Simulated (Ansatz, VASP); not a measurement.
**Pb3S: VASP beside Ansatz**

```
Pb S
1.0
    -2.28648    2.28648    5.46864
     2.28648   -2.28648    5.46864
     2.28648    2.28648   -5.46864
Pb S
3 1
Direct
  0.50000 0.50000 0.00000
  0.25000 0.75000 0.50000
  0.75000 0.25000 0.50000
  0.00000 0.00000 0.00000
```

Alike in both runs: functional PBE; k mesh 14 × 14 × 14; occupations gaussian, width 0.1 eV; no spin polarisation.

Ansatz relaxed the structure, and its values are those at the end. VASP's run is a single point on that final structure, the one shown.

|  | VASP | Ansatz |
| --- | --- | --- |
| version | VASP 6.6.1 | Ansatz 0.2.0 |
| potentials or method | VASP PAW PBE potentials, release 64 (Pb_d, S), cutoff 520 eV | scalar-relativistic, plane waves, PAW |
| valence electrons in the cell | 48 | 48 |

Ansatz gave:

```
gap on the k mesh at the Fermi level (eV) : none
pressure (GPa)                            : 0.0
```

Problem. What did VASP give for the same quantities?

Solution. gap on the k mesh at the Fermi level (eV): none; pressure (GPa): -0.1.

A gap of «none» marks a metal or a gap that the smearing closes. With one functional, cell and mesh, what is left measures potentials, basis and numerics.

Spin-orbit coupling is off throughout.
